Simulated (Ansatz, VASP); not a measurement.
**One calculation of B, two programs**

```
B
1.0
     2.58403   -7.01100    0.00000
     2.58403    7.01100    0.00000
     0.00000    0.00000    2.78400
B
12
Direct
  0.16674 0.24312 0.75000
  0.24312 0.16674 0.25000
  0.75688 0.83326 0.75000
  0.83326 0.75688 0.25000
  0.59399 0.90328 0.75000
  0.90328 0.59399 0.25000
  0.09672 0.40601 0.75000
  0.40601 0.09672 0.25000
  0.93935 0.39883 0.25000
  0.39883 0.93935 0.75000
  0.60117 0.06065 0.25000
  0.06065 0.60117 0.75000
```

Alike in both runs: functional PBE; k mesh 4 × 4 × 6; occupations gaussian, width 0.1 eV; no spin polarisation.

Ansatz relaxed the structure, and its values are those at the end. VASP's run is a single point on that final structure, the one shown.

|  | VASP | Ansatz |
| --- | --- | --- |
| version | VASP 6.6.1 | Ansatz 0.2.0 |
| potentials or method | VASP PAW PBE potentials, release 64 (B), cutoff 520 eV | scalar-relativistic, plane waves, PAW |
| valence electrons in the cell | 36 | 36 |

```tsv
	VASP	Ansatz	Ansatz less VASP
gap on the k mesh at the Fermi level (eV)	none	none	-
pressure (GPa)	0.0	0.0	-0.02
rms of the force components (eV/Å)	0.004	0.005	+0.0014
```

A gap of «none» marks a metal or a gap that the smearing closes.

The k mesh is coarse, so the values compare programs but aren't converged.
